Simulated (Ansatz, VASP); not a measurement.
# SnBi3O: VASP beside Ansatz

INCAR

```
SYSTEM = SnBi3O
ALGO = Fast
EDIFF = 1E-6
EDIFFG = -0.04
ENCUT = 600
GGA = PE
IBRION = 2
ISIF = 3
ISMEAR = 0
LASPH = .True.
LCHARG = .False.
LREAL = .False.
LWAVE = .False.
NELM = 80
NSW = 90
PREC = Accurate
SIGMA = 0.1
```

KPOINTS

```
k-points
0
Gamma
  4 4 4
  0 0 0
```

File POSCAR:

```
SnBi3O
1.0
    5.2063695500      0.0000000000      0.0000000000
    0.0000000000      5.2063695500      0.0000000000
    0.0000000000      0.0000000000      5.2063695500
Sn Bi O
1 3 1
Direct
    0.0000000000      0.0000000000      0.0000000000
    0.5000000000      0.5000000000      0.0000000000
    0.0000000000      0.5000000000      0.5000000000
    0.5000000000      0.0000000000      0.5000000000
    0.5000000000      0.5000000000      0.5000000000
```

Input for Ansatz:

```yaml
crystal:
  lattice:
    - [5.20636955, 0.0, 0.0]
    - [0.0, 5.20636955, 0.0]
    - [0.0, 0.0, 5.20636955]
  atoms:
    - { symbol: Sn, position: [0.0, 0.0, 0.0] }
    - { symbol: Bi, position: [0.5, 0.5, 0.0] }
    - { symbol: Bi, position: [0.0, 0.5, 0.5] }
    - { symbol: Bi, position: [0.5, 0.0, 0.5] }
    - { symbol: O, position: [0.5, 0.5, 0.5] }
basis:
  ecutwfc: 420
kpoints:
  mp_grid: { grid: [4, 4, 4] }
hamiltonian:
  xc: pbe
scf:
  occupations: { method: gaussian, width: 0.1 }
  lower_state_search: "off"
output:
  forces: true
  stress: true
  eigenvalues: true
relax:
  adjacent_minimum: "off"
  f_tol: 0.04
  max_steps: 70
  cell: { stress_tol: 0.4 }
```

Change from the starting cell: species swapped into the Sr3BiN type (Pm-3m, No. 221).

Alike in both runs: task relaxation of cell and atoms; functional PBE; k mesh 4 × 4 × 4; occupations gaussian, width 0.1 eV; no spin polarisation.

|  | VASP | Ansatz |
| --- | --- | --- |
| version | VASP 6.6.1 | Ansatz 0.2.0 |
| potentials or method | VASP PAW PBE potentials, release 64 (Sn_d, Bi_d, O), cutoff 600 eV | scalar-relativistic, plane waves, PAW |
| valence electrons in the cell | 65 | 65 |

```csv
,VASP,Ansatz,Ansatz less VASP
"gap on the k mesh at the Fermi level, each at its own relaxed structure (eV)",none,none,-
relaxed volume (Å³/atom),25.84,25.90,+0.063
relaxed length of the cell vector where the two differ most in proportion (Å),5.055,5.059,+0.0041
```

A gap of «none» marks a metal or a gap that the smearing closes.

Spin-orbit coupling is off throughout.
